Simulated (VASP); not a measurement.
Wanted: the native input for a VASP 6.6.1 run.

```yaml
Task: single point
Functional: PBE
Potentials_or_basis: VASP PAW PBE potentials, release 64 (Cu, O)
Cutoff: 520 eV
k_mesh: 6 × 6 × 6
Occupations: fermi-dirac, width 0.03 eV
Spin: no spin polarisation
Dipole_correction: no
Further_INCAR_settings: ALGO = Normal; EDIFF = 1e-06; NBANDS = 16
```

The structure of CuO lies in POSCAR:

```
CuO
1.0
    2.5525506100      0.0000000000      0.0000000000
    0.0000000000      2.5525506100      0.0000000000
    0.0000000000      0.0000000000      2.5525506100
Cu O
1 1
Direct
    0.0000000000      0.0000000000      0.0000000000
    0.5000000000      0.5000000000      0.5000000000
```

The input as run:

INCAR

```
  ALGO = Normal
  EDIFF = 1E-6
  ENCUT = 520
  GGA = PE
  ISIF = 2
  ISMEAR = -1
  LASPH = True
  LCHARG = False
  LREAL = False
  LWAVE = False
  NBANDS = 16
  NELM = 100
  PREC = Accurate
  SIGMA = 0.03
```

KPOINTS

```
k-points
0
Gamma
  6 6 6
```

Potentials or basis: VASP PAW PBE potentials, release 64 (Cu, O).

Launch:

```sh
$ cat potpaw_PBE.64/Cu/POTCAR potpaw_PBE.64/O/POTCAR > POTCAR
$ mpirun -np 1 vasp_std > vasp.out
```

It gave:

```yaml
Pressure: 21.3 GPa
```

Caveat: the k points lie up to 0.41 Å⁻¹ apart; an odd number of electrons without spin polarisation forces a metal; a magnetic or distorted state may lie lower.

Run time: 5.3 s on 1 thread of AMD EPYC 7R43 64-Core Processor (Zen 3), on a shared host, peak memory 0.08 GiB.
